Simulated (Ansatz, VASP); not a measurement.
Cd4Se in VASP and in Ansatz

```
Cd Se
1.0
     4.45224    0.00000    0.00000
     0.00000    4.45224    0.00000
     0.00000    0.00000   14.00245
Cd Se
8 2
Direct
  0.00000 0.00000 0.00000
  0.50000 0.50000 0.00000
  0.00000 0.50000 0.49940
  0.50000 0.00000 0.50060
  0.00000 0.00000 0.33244
  0.50000 0.50000 0.33244
  0.50000 0.50000 0.66756
  0.00000 0.00000 0.66756
  0.00000 0.50000 0.11708
  0.50000 0.00000 0.88292
```

Change from the starting cell: species swapped into the Be4B type (P4/nmm, No. 129).

Alike in both runs: functional PBE; k mesh 8 × 8 × 4; occupations gaussian, width 0.1 eV; no spin polarisation.

Ansatz relaxed the structure, and its values are those at the end. VASP's run is a single point on that final structure, the one shown.

|  | VASP | Ansatz |
| --- | --- | --- |
| version | VASP 6.6.1 | Ansatz 0.2.0 |
| potentials or method | VASP PAW PBE potentials, release 64 (Cd, Se), cutoff 520 eV | scalar-relativistic, plane waves, PAW |
| valence electrons in the cell | 108 | 192 |

|  | VASP | Ansatz | Ansatz less VASP |
| --- | --- | --- | --- |
| gap on the k mesh at the Fermi level (eV) | none | none | - |
| pressure (GPa) | 0.2 | 0.0 | -0.20 |
| rms of the force components (eV/Å) | 0.013 | 0.001 | -0.0112 |

A gap of «none» marks a metal or a gap that the smearing closes. With one functional, cell and mesh, what is left measures potentials, basis and numerics. VASP's potentials hold 108 valence electrons a cell and Ansatz's 192, so a difference there can come from the potentials and not from the codes.
